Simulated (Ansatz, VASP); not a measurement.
# One calculation of NbAl2F3, two programs

```
CELL_PARAMETERS angstrom
4.24392 0.00000 0.00000
-2.12196 3.67534 0.00000
0.00000 0.00000 5.97610
ATOMIC_POSITIONS crystal
Al 0.33333 0.66667 0.50000
Al 0.00000 0.00000 0.50000
Nb 0.00000 0.00000 0.00000
F 0.33333 0.66667 0.18779
F 0.33333 0.66667 0.81221
F 0.66667 0.33333 0.00000
```

Alike in both runs: functional PBE; k mesh 6 × 6 × 4; occupations gaussian, width 0.1 eV; collinear spin.

Ansatz relaxed the structure, and its values are those at the end. VASP's run is a single point on that final structure, the one shown.

```csv
,VASP,Ansatz
version,VASP 6.6.1,Ansatz 0.2.0
potentials or method,"VASP PAW PBE potentials, release 64 (Al, Nb_sv, F), cutoff 520 eV","scalar-relativistic, plane waves, PAW"
valence electrons in the cell,40,40
```

```csv
,VASP,Ansatz,Ansatz less VASP
gap on the k mesh at the Fermi level (eV),none,none,-
pressure (GPa),-0.1,0.1,+0.18
rms of the force components (eV/Å),0.013,0.001,-0.0124
net moment per atom (μB),0.28,0.28,-0.001
size of the moment on the site where the two differ most (μB),1.42,1.18,-0.235
```

Site moments also hang on the region over which each program counts them. A gap of «none» marks a metal or a gap that the smearing closes. Ansatz's warnings: no starting moments.
